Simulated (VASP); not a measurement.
Set up this calculation in VASP 6.6.1, as the native input.

```yaml
Task: single point
Functional: PBEsol
Potentials_or_basis: VASP PAW PBE potentials, release 64 (Pd, Lu, Pb_d)
Cutoff: 520 eV
k_mesh: 2 × 2 × 2
Occupations: gaussian, width 0.1 eV
Spin: no spin polarisation
Dipole_correction: no
Further_INCAR_settings: LREAL = Auto; ALGO = Normal; EDIFF = 1e-06; NBANDS = 176
```

The structure of Lu8Pd8Pb3 (a cell with a defect) lies in POSCAR:

```
Lu8Pd8Pb3
1.0
    7.5970045000      0.0000000000      0.0000000000
    0.0000000000      7.5970045000      0.0000000000
    0.0000000000      0.0000000000      7.0309570600
Pd Lu Pb
8 8 3
Direct
    0.3644793155      0.8777601751     -0.0180504587
    0.1221807885      0.3640328237      0.0206822483
    0.6358937921      0.1216645324     -0.0180729307
    0.8782119321      0.6353838543      0.0206126988
    0.3609006682      0.8812275944      0.5210767138
    0.1186820411      0.3604079740      0.4814213728
    0.6395091644      0.1181794746      0.5211087152
    0.8816963318      0.6390042286      0.4814808242
    0.1880991383      0.6650009224      0.2496034302
    0.3534011333      0.1710125353      0.2514067409
    0.8122256608      0.3344531387      0.2496241955
    0.6470176502      0.8283990091      0.2514013362
    0.1715457718      0.6465040267      0.7511862119
    0.3349771611      0.1877055621      0.7529858247
    0.8289096051      0.3528951444      0.7511887720
    0.6653876538      0.8117029548      0.7529817000
    0.0001942871     -0.0002882715     -0.4984186321
    0.5001746412      0.4996932673      0.0012865958
    0.5001880675      0.4997194618      0.5013291889
```

These files were run (other wordings do the same):

INCAR

```
ALGO = Normal
EDIFF = 1E-6
ENCUT = 520
GGA = PS
ISIF = 2
ISMEAR = 0
LASPH = True
LCHARG = True
LELF = True
LREAL = Auto
LVHAR = True
LWAVE = False
NBANDS = 176
NELM = 100
PREC = Accurate
SIGMA = 0.1
```

KPOINTS

```
k-points
0
Gamma
  2 2 2
```

Potentials or basis: VASP PAW PBE potentials, release 64 (Pd, Lu, Pb_d).

The run is started by

```sh
$ cat potpaw_PBE.64/Pd/POTCAR potpaw_PBE.64/Lu/POTCAR potpaw_PBE.64/Pb_d/POTCAR > POTCAR
$ mpirun -np 1 vasp_std > vasp.out
```

Results of the run:

```json
{
 "Pressure": "1.7 GPa",
 "Largest force": "0.016 eV/Å",
 "Band gap on the k mesh": "zero (bands 161 and 162 overlap by 0.47 eV)"
}
```

Caveat: the k points lie up to 0.45 Å⁻¹ apart; the PAW data sets were made with another functional, which shifts forces and pressure a little; spin-orbit coupling is left out, which moves the levels of the heavy elements.

Run time: 46 min on 1 thread of Intel Xeon 8259CL, with other jobs on the host, peak memory 0.7 GiB.
